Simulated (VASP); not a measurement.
# As2Se (P1) in VASP: further runs

The runs below take As2Se through single point, with PBEsol.

Program: VASP 6.6.1. These are calculated values, not measurements. Logs are shortened: lines on timing, memory, paths and dates and some standing lists are left out, and cuts for length are marked.

## 1. The cell of the first run

The typed cell holds 6 atoms: a = 5.676 Å, b = 5.631 Å, c = 5.732 Å, α = 103.80°, β = 101.93°, γ = 123.18°.

## 2. Single point, PBEsol

INCAR

```
SYSTEM = As2Se
ALGO = Normal ; EDIFF = 1E-7
ENCUT = 520 ; GGA = PS
ISIF = 2 ; ISMEAR = 0
LASPH = .True. ; LCHARG = .False.
LREAL = .False. ; LWAVE = .False.
NBANDS = 25 ; NELM = 80
PREC = Accurate ; SIGMA = 0.1
```

KPOINTS

```
k-points
0
Gamma
  1 1 1
  0 0 0
```

POSCAR

```
As2Se
1.0
   -3.4800018534      3.5698611133      2.7138155991
    3.4650551887     -3.5484554452      2.6654646872
    3.5467117958      3.6151653877     -2.6853447008
As Se
4 2
Direct
    0.8355842107      0.1169847537      0.7361899387
    0.3812144167      0.1323833428      0.2542506889
    0.8723221829      0.6409321473      0.7534716218
    0.8809949345      0.1285998075      0.2467674228
    0.4934291546      0.4786172632     -0.0251834135
    0.2223645900      0.7165762535      0.5090905786
```

Potentials or basis: VASP PAW PBE potentials, release 64 (As, Se).

Command:

```bash
$ cat potpaw_PBE.64/As/POTCAR potpaw_PBE.64/Se/POTCAR > POTCAR
$ mpirun -np 1 vasp_gam > vasp.out
```

OUTCAR:

```text
SYSTEM = As2Se
   EDIFF = 1E-7
   ENCUT = 520
   GGA = PS
   ISIF = 2
   ISMEAR = 0
   LASPH = .True.
   LREAL = .False.
   NELM = 80
   PREC = Accurate

 ion  position               nearest neighbor table
   1  0.836  0.117  0.736-   6 2.65   3 2.82   3 2.82   4 2.87   4 2.88
   2  0.381  0.132  0.254-   5 2.71   4 2.82   4 2.86   3 2.87   3 2.88
   3  0.872  0.641  0.753-   5 2.57   6 2.57   1 2.82   1 2.82   2 2.87   2 2.88
   4  0.881  0.129  0.247-   6 2.52   5 2.78   2 2.82   2 2.86   1 2.87   1 2.88
   5  0.493  0.479  0.975-   3 2.57   2 2.71   4 2.78
   6  0.222  0.717  0.509-   4 2.52   3 2.57   1 2.65

  LATTYP: Found a triclinic cell.
 ALAT       =     9.5204357093
 B/A-ratio  =     0.5650312449
 C/A-ratio  =     0.7365327293
 COS(alpha) =     0.0055755988
 COS(beta)  =     0.3800809546
 COS(gamma) =     0.8466131189

  Lattice vectors:

 A1 = (  -3.5616584605,  -3.5937597196,   8.0646249871)
 A2 = (  -0.0149466647,   0.0214056681,   5.3792802863)
 A3 = (  -7.0117669845,  -0.0667099425,   0.0198800136)

Analysis of symmetry for initial positions (statically):
=====================================================================
 Subroutine PRICEL returns:
 Original cell was already a primitive cell.

 Routine SETGRP: Setting up the symmetry group for a
 triclinic supercell.

 Subroutine GETGRP returns: Found  1 space group operations
 (whereof  1 operations were pure point group operations)
 out of a pool of  2 trial point group operations.

The static configuration has the point symmetry C_1 .

Analysis of symmetry for dynamics (positions and initial velocities):
=====================================================================
 Subroutine PRICEL returns:
 Original cell was already a primitive cell.

 Routine SETGRP: Setting up the symmetry group for a
 triclinic supercell.

 Subroutine GETGRP returns: Found  1 space group operations
 (whereof  1 operations were pure point group operations)
 out of a pool of  2 trial point group operations.

The dynamic configuration has the point symmetry C_1 .

 Subroutine INISYM returns: Found  1 space group operations
 (whereof  1 operations are pure point group operations),
 and found     1 'primitive' translations

----------------------------------------------------------------------------------------

                                     Primitive cell

  volume of cell :     135.4881

  direct lattice vectors                    reciprocal lattice vectors
    -3.480001853  3.569861113  2.713815599    -0.000791727  0.138451245  0.185345338
     3.465055189 -3.548455445  2.665464687     0.143165290 -0.002067467  0.186304495
     3.546711796  3.615165388 -2.685344701     0.141305295  0.137866989 -0.000155986

  length of vectors
     5.676188543  5.630527995  5.732334734     0.231348803  0.234967955  0.197419648

  position of ions in fractional coordinates (direct lattice)
     0.835584211  0.116984754  0.736189939
     0.381214417  0.132383343  0.254250689
     0.872322183  0.640932147  0.753471622
     0.880994935  0.128599808  0.246767423
     0.493429155  0.478617263  0.974816586
     0.222364590  0.716576254  0.509090579

  ion indices of the primitive-cell ions
   primitive index   ion index
                 1           1
                 2           2
                 3           3
                 4           4
                 5           5
                 6           6

----------------------------------------------------------------------------------------

 KPOINTS: k-points

Automatic generation of k-mesh.
 Grid dimensions read from file:
 generate k-points for:    1    1    1

 Generating k-lattice:

  Cartesian coordinates                     Fractional coordinates (reciprocal lattice)
    -0.000791727  0.138451245  0.185345338     1.000000000  0.000000000 -0.000000000
     0.143165290 -0.002067467  0.186304495     0.000000000  1.000000000 -0.000000000
     0.141305295  0.137866989 -0.000155986     0.000000000 -0.000000000  1.000000000

  Length of vectors
     0.231348803  0.234967955  0.197419648

  Shift w.r.t. Gamma in fractional coordinates (k-lattice)
     0.000000000  0.000000000  0.000000000

 Subroutine IBZKPT returns following result:
 ===========================================

 Found      1 irreducible k-points:

 Following reciprocal coordinates:
            Coordinates               Weight
  0.000000  0.000000  0.000000      1.000000
   k-points           NKPTS =      1   k-points in BZ     NKDIM =      1   number of bands    NBANDS=     25
   number of dos      NEDOS =    301   number of ions     NIONS =      6
   total plane-waves  NPLWV =  84672
   dimension x,y,z NGX =    42 NGY =   42 NGZ =   48
   dimension x,y,z NGXF=    84 NGYF=   84 NGZF=   96
   ions per type =               4   2
   NGX,Y,Z   is equivalent  to a cutoff of  12.30, 12.40, 13.92 a.u.
   NGXF,Y,Z  is equivalent  to a cutoff of  24.60, 24.80, 27.84 a.u.
 SYSTEM =  As2Se
   PREC   = accura    normal or accurate (medium, high low for compatibility)
   ISTART =      0    job   : 0-new  1-cont  2-samecut
   ICHARG =      2    charge: 1-file 2-atom 10-const
   ISPIN  =      1    spin polarized calculation?
   LNONCOLLINEAR =      F non collinear calculations
   LSORBIT =      F    spin-orbit coupling
   LASPH  =      T    aspherical Exc in radial PAW
   ENCUT  =  520.0 eV  38.22 Ry    6.18 a.u.  10.55 10.47 10.66*2*pi/ulx,y,z
   NELM   =     80;   NELMIN=  2; NELMDL= -5     # of ELM steps
   EDIFF  = 0.1E-06   stopping-criterion for ELM
   LREAL  =      F    real-space projection
   EDIFFG = 0.1E-05   stopping-criterion for IOM
   NSW    =      0    number of steps for IOM
   IBRION =     -1    ionic relax: 0-MD 1-quasi-New 2-CG
   NFREE  =      0    steps in history (QN), initial steepest desc. (CG)
   ISIF   =      2    stress and relaxation
   ISYM   =      2    0-nonsym 1-usesym 2-fastsym
   POTIM  = 0.5000    time-step for ionic-motion
   TEBEG  =    0.0;   TEEND  =   0.0 temperature during run
   PSTRESS=    0.0 pullay stress
   NELECT =      32.0000    total number of electrons
   NUPDOWN=      -1.0000    fix difference up-down
   EMIN   =  10.00;   EMAX   =-10.00  energy-range for DOS
   EFERMI =   0.00;   METHOD = LEGACY
   ISMEAR =     0;   SIGMA  =   0.10  broadening in eV -4-tet -1-fermi 0-gaus
   EFERMI_NEDOS =   21; number of points for ismear=-14 and -15
   IALGO  =     38    algorithm
   IMIX   =      4    mixing-type and parameters
     AMIX     =   0.40;   BMIX     =  1.00
     AMIX_MAG =   1.60;   BMIX_MAG =  1.00
  volume/ion in A,a.u.               =      22.58       152.39
  Fermi-wavevector in a.u.,A,eV,Ry     =   1.011947  1.912302 13.932863  1.024037
  Thomas-Fermi vector in A             =   2.145027
   LORBIT       =      0    0 simple, 1 ext, 2 COOP (PROOUT), +10 PAW based schemes
   GGA     = PS    functional components
   LHFCALC =     F    Hartree Fock is set to
   AEXX    =    0.0000 exact exchange contribution
   IVDW    =     0    specifies the selected vdW correction
   LEPSILON=     F    determine dielectric tensor
   LRPA    =     F    only Hartree local field effects (RPA)
 non-spin polarized calculation
 Gauss-broadening in eV      SIGMA  =   0.10
  energy-cutoff  :      520.00
  volume of cell :      135.49
 maximum number of plane-waves:      1835
 NGX is ok and might be reduce to    42
   NGX = 21   NGY = 21   NGZ = 21

 number of electron      32.0000001 magnetization

 Free energy of the ion-electron system (eV)
  ---------------------------------------------------
  ext. energy  EPLUGINS =         0.00000000
  ---------------------------------------------------
  free energy    TOTEN  =       -37.90387109 eV

  energy without entropy =      -37.90387109  energy(sigma->0) =      -37.90387109

 E-fermi :   3.7683     XC(G=0): -10.0400

 val. band max:        3.2846162573   @ k =   0.0000   0.0000   0.0000
 cond. band min:       6.2362680249   @ k =   0.0000   0.0000   0.0000
 fundamental gap:      2.9516517675
 Fermi energy:         3.7683269490

 k-point     1 :       0.0000    0.0000    0.0000
  band No.  band energies     occupation
      1     -10.7094      2.00000
      2      -8.5349      2.00000
      3      -6.3846      2.00000
      4      -6.1842      2.00000
      5      -6.0382      2.00000
      6      -4.6103      2.00000
[... 17 lines left out ...]
     24       9.5027      0.00000
     25      10.3609      0.00000

------------------------ aborting loop because EDIFF is reached ----------------------------------------

  FORCE on cell =-STRESS in cart. coord.  units (eV):
  Direction    XX          YY          ZZ          XY          YZ          ZX
  --------------------------------------------------------------------------------------
  -------------------------------------------------------------------------------------
  Total      -13.0313857    -18.4239442    -17.4740857     -1.4053446     -0.0046049     -1.1482443
  in kB     -154.0990211   -217.8672189   -206.6349322    -16.6185109     -0.0544541    -13.5782433
  external PRESSURE =    -192.8670574 kB  Pullay stress =       0.0000000 kB

 VOLUME and BASIS-vectors are now :
 -----------------------------------------------------------------------------
  energy-cutoff  :      520.00
  volume of cell :      135.49
      direct lattice vectors                 reciprocal lattice vectors
    -3.480001853  3.569861113  2.713815599    -0.000791727  0.138451245  0.185345338
     3.465055189 -3.548455445  2.665464687     0.143165290 -0.002067467  0.186304495
     3.546711796  3.615165388 -2.685344701     0.141305295  0.137866989 -0.000155986

 POSITION                                       TOTAL-FORCE (eV/Angst)
 -----------------------------------------------------------------------------------
      0.10858      5.22925      0.60252        -0.141237      0.535588      0.075814
      0.03384      1.81028      0.70466        -0.099855     -0.100669     -0.126495
      1.85753      3.56367      2.05237        -0.024189      0.104778     -0.287551
     -1.74505      3.58080      2.07098        -0.313680     -0.062241     -0.862243
      3.39869      3.58724     -0.00291         0.850052     -0.029901     -0.836012
      3.51474      0.09152      1.14638        -0.271091     -0.447554      2.036486
 -----------------------------------------------------------------------------------
    total drift:                               -0.000066     -0.000019     -0.000000

  FREE ENERGIE OF THE ION-ELECTRON SYSTEM (eV)
  ---------------------------------------------------
  free  energy   TOTEN  =       -37.9038710864 eV

  energy  without entropy=      -37.9038710864  energy(sigma->0) =      -37.90387109
```

Wall time 8.1 s (1 thread of Intel Xeon 6975P-C (Granite Rapids), shared host); peak memory 0.25 GiB.

What came out:

```
Free energy            : -37.9039 eV
Pressure               : -19.3 GPa
Largest force          : 2.103 eV/Å
Band gap on the k mesh : 2.95 eV
```

Forces in eV/Å, atoms in the order of the input:
```
As  -0.141  0.536  0.076
As  -0.100 -0.101 -0.126
As  -0.024  0.105 -0.288
As  -0.314 -0.062 -0.862
Se   0.850 -0.030 -0.836
Se  -0.271 -0.448  2.036
```

Stress tensor (GPa, compression positive):
```
-15.41  -1.66  -1.36
 -1.66 -21.79  -0.01
 -1.36  -0.01 -20.66
```

Caveat: the k points lie up to 1.48 Å⁻¹ apart; the PAW data sets were made with another functional, which shifts forces and pressure a little. As with any semilocal functional, this PBEsol gap is likely too small.

## 3. Single point, PBEsol

INCAR

```
PREC = Accurate
ENCUT = 520
EDIFF = 1E-6
ISMEAR = 0
SIGMA = 0.1
LREAL = False
LASPH = True
NELM = 60
ALGO = Normal
ISIF = 2
LWAVE = False
LCHARG = False
GGA = PS
NBANDS = 25
```

KPOINTS

```
Automatic mesh
0
Gamma
  2 2 2
```

POSCAR is that of step 2.

Potentials or basis: VASP PAW PBE potentials, release 64 (As, Se).

Command:

```bash
$ cat potpaw_PBE.64/As/POTCAR potpaw_PBE.64/Se/POTCAR > POTCAR
$ mpirun -np 1 vasp_std > vasp.out
```

Run time: 16 s. Hardware: 1 thread of Intel Xeon 6975P-C (Granite Rapids), shared host; peak memory 0.25 GiB.

It converged, with:

```yaml
Free_energy: -25.7088 eV
Pressure: -3.8 GPa
Largest_force: 0.733 eV/Å
Band_gap_on_the_k_mesh: zero (band 16 reaches 4.40 eV, above the bottom of band 17 at 4.17 eV)
```

Forces on the atoms (eV/Å):
```
As   0.070  0.012 -0.108
As   0.191 -0.183  0.239
As  -0.057 -0.011 -0.201
As  -0.527  0.230  0.176
Se   0.346  0.065 -0.643
Se  -0.023 -0.113  0.538
```

Stress tensor (GPa, compression positive):
```
 0.10  0.11 -0.19
 0.11 -3.34 -0.05
-0.19 -0.05 -8.17
```

Levels at points of the mesh, in eV from the Fermi level:
| k point | band 13 | band 14 | band 15 | band 16 | band 17 | band 18 | band 19 | band 20 |
| --- | --- | --- | --- | --- | --- | --- | --- | --- |
| (0.00, 0.00, 0.00) | -2.71 | -2.59 | -2.41 | -1.04 | 2.12 | 2.63 | 3.24 | 3.56 |
| (0.50, 0.00, 0.00) | -1.53 | -1.20 | -0.26 | -0.02 | 0.01 | 0.47 | 1.30 | 2.33 |
| (0.00, 0.50, 0.00) | -2.03 | -1.57 | -0.37 | 0.05 | 0.34 | 0.50 | 1.56 | 2.27 |
| (0.50, 0.50, 0.00) | -1.45 | -1.36 | -0.94 | -0.86 | 0.01 | 0.13 | 1.68 | 1.93 |
| (0.00, 0.00, 0.50) | -1.45 | -1.39 | -1.09 | -0.82 | -0.17 | 0.05 | 1.67 | 2.02 |
| (0.50, 0.00, 0.50) | -1.70 | -1.38 | -0.32 | 0.01 | 0.09 | 0.35 | 1.28 | 2.21 |
| (0.00, 0.50, 0.50) | -1.74 | -1.29 | -0.31 | -0.06 | 0.25 | 0.73 | 1.47 | 2.39 |
| (0.50, 0.50, 0.50) | -0.63 | -0.42 | -0.26 | -0.03 | 0.19 | 0.39 | 0.52 | 0.74 |

Caveat: the k points lie up to 0.74 Å⁻¹ apart; the PAW data sets were made with another functional, which shifts forces and pressure a little.

## 4. Single point, PBEsol

INCAR

```
SYSTEM = As2Se
  ALGO = Normal
  EDIFF = 1E-6
  ENCUT = 520
  GGA = PS
  ISIF = 2
  ISMEAR = 0
  LASPH = .TRUE.
  LCHARG = .TRUE.
  LELF = .TRUE.
  LREAL = .FALSE.
  LVHAR = .TRUE.
  LWAVE = .FALSE.
  NBANDS = 25
  NELM = 100
  PREC = Accurate
  SIGMA = 0.1
```

KPOINTS

```
k-points
0
G
  6 6 4
  0 0 0
```

POSCAR is that of step 3.

Command:

```bash
$ cat potpaw_PBE.64/As/POTCAR potpaw_PBE.64/Se/POTCAR > POTCAR
$ mpirun -np 1 vasp_std > vasp.out
```

Run time: 2.1 min. Hardware: 1 thread of Intel Xeon 6975P-C (Granite Rapids), shared host; peak memory 0.4 GiB.

The run converged. Its results:

| Item | Value |
| --- | --- |
| Free energy | -27.4354 eV |
| Pressure | -4.3 GPa |
| Largest force | 0.982 eV/Å |
| Band gap on the k mesh | zero (band 16 reaches 4.63 eV, above the bottom of band 17 at 4.12 eV) |

Forces on the atoms (eV/Å):
```
As  -0.139  0.324  0.108
As  -0.046 -0.278  0.128
As  -0.030  0.057 -0.288
As  -0.271  0.047 -0.273
Se   0.520  0.025 -0.641
Se  -0.034 -0.175  0.965
```

Stress tensor (GPa, compression positive):
```
-1.83 -0.56 -1.03
-0.56 -5.66 -0.04
-1.03 -0.04 -5.31
```

Levels at points of the mesh, in eV from the Fermi level:
```csv
k point,band 12,band 13,band 14,band 15,band 16,band 17,band 18,band 19,band 20,band 21
"(0.00, 0.00, 0.00)",-2.88,-2.69,-2.60,-2.35,-1.02,2.08,2.60,3.22,3.50,3.92
"(0.50, 0.00, 0.00)",-2.38,-1.50,-1.18,-0.39,-0.14,0.00,0.42,1.28,2.32,2.86
"(0.00, 0.50, 0.00)",-2.09,-2.02,-1.54,-0.52,-0.03,0.28,0.46,1.57,2.26,3.39
"(0.50, 0.50, 0.00)",-2.03,-1.43,-1.32,-1.02,-0.94,-0.04,0.10,1.68,1.92,3.61
"(0.00, 0.00, 0.50)",-2.12,-1.48,-1.37,-1.18,-0.87,-0.24,0.01,1.66,2.01,3.52
"(0.50, 0.00, 0.50)",-2.24,-1.68,-1.33,-0.42,-0.05,0.04,0.30,1.27,2.20,3.28
"(0.00, 0.50, 0.50)",-2.37,-1.72,-1.24,-0.42,-0.16,0.26,0.67,1.47,2.39,2.91
"(0.50, 0.50, 0.50)",-2.24,-0.74,-0.53,-0.39,-0.14,0.09,0.31,0.45,0.70,2.07
```

Caveat: the PAW data sets were made with another functional, which shifts forces and pressure a little.

## 5. Single point, PBEsol

INCAR

```
SYSTEM = As2Se
ALGO     = Normal         ! electronic algorithm
EDIFF    = 1E-6           ! SCF threshold, eV
ENCUT    = 520            ! plane-wave cutoff, eV
GGA      = PS             ! functional
ISIF     = 2              ! what is computed and relaxed
ISMEAR   = 0              ! smearing method
LASPH    = .TRUE.         ! aspherical terms in the spheres
LCHARG   = .TRUE.         ! write CHGCAR
LELF     = .TRUE.         ! ELF
LREAL    = .FALSE.        ! projectors in reciprocal space
LVHAR    = .TRUE.       
LWAVE    = .FALSE.        ! write WAVECAR
NBANDS   = 25             ! bands
NELM     = 100            ! most SCF steps
PREC     = Accurate       ! precision mode
SIGMA    = 0.1            ! smearing width, eV
```

KPOINTS

```
k-points
0
G
  4 4 4
  0 0 0
```

POSCAR is that of step 4.

Command:

```bash
$ cat potpaw_PBE.64/As/POTCAR potpaw_PBE.64/Se/POTCAR > POTCAR
$ mpirun -np 1 vasp_std > vasp.out
```

Run time: 80 s. Hardware: 1 thread of Intel Xeon Platinum 8488C (Sapphire Rapids), shared host; peak memory 0.31 GiB.

Results (log left out):

| Property | Result |
| --- | --- |
| Free energy | -27.3024 eV |
| Pressure | -4.5 GPa |
| Largest force | 0.916 eV/Å |
| Band gap on the k mesh | zero (band 16 reaches 4.40 eV, above the bottom of band 17 at 4.13 eV) |

Forces on the atoms (eV/Å):
```
As  -0.107  0.276  0.137
As  -0.012 -0.258  0.156
As  -0.075  0.049 -0.293
As  -0.280  0.064 -0.255
Se   0.489  0.050 -0.642
Se  -0.015 -0.182  0.897
```

Stress tensor (GPa, compression positive):
```
-2.17 -0.41 -0.77
-0.41 -5.60  0.28
-0.77  0.28 -5.78
```

Levels at points of the mesh, in eV from the Fermi level:
```tsv
k point	band 13	band 14	band 15	band 16	band 17	band 18	band 19	band 20
(0.00, 0.00, 0.00)	-2.69	-2.59	-2.35	-1.02	2.09	2.61	3.24	3.52
(0.50, 0.00, 0.00)	-1.50	-1.16	-0.34	-0.10	0.02	0.43	1.30	2.33
(0.00, 0.50, 0.00)	-2.02	-1.53	-0.48	0.00	0.30	0.47	1.57	2.27
(0.50, 0.50, 0.00)	-1.43	-1.32	-0.99	-0.92	-0.03	0.12	1.69	1.93
(0.00, 0.00, 0.50)	-1.47	-1.37	-1.14	-0.86	-0.22	0.02	1.67	2.02
(0.50, 0.00, 0.50)	-1.68	-1.33	-0.40	-0.03	0.06	0.31	1.28	2.20
(0.00, 0.50, 0.50)	-1.72	-1.25	-0.40	-0.15	0.26	0.68	1.48	2.39
(0.50, 0.50, 0.50)	-0.70	-0.50	-0.37	-0.10	0.12	0.33	0.47	0.72
```

Caveat: the k points lie up to 0.37 Å⁻¹ apart; the PAW data sets were made with another functional, which shifts forces and pressure a little.

## 6. Summary

```csv
k mesh,gap on the mesh (eV),pressure (GPa),largest force (eV/Å)
1 × 1 × 1,2.95,-19.3,2.10
2 × 2 × 2,none,-3.8,0.73
6 × 6 × 4,none,-4.3,0.98
4 × 4 × 4,none,-4.5,0.92
```

Alike in all rows: task single point; level PBEsol; potentials or basis VASP PAW PBE potentials, release 64 (As, Se); no spin polarisation; cell as given; cutoff (eV) 520; smearing gaussian 0.1 eV.

Caveats: some runs use coarse meshes; the PAW data sets were made with another functional, which shifts forces and pressure a little.

Absolute energies hang on the potentials; compare differences alone.
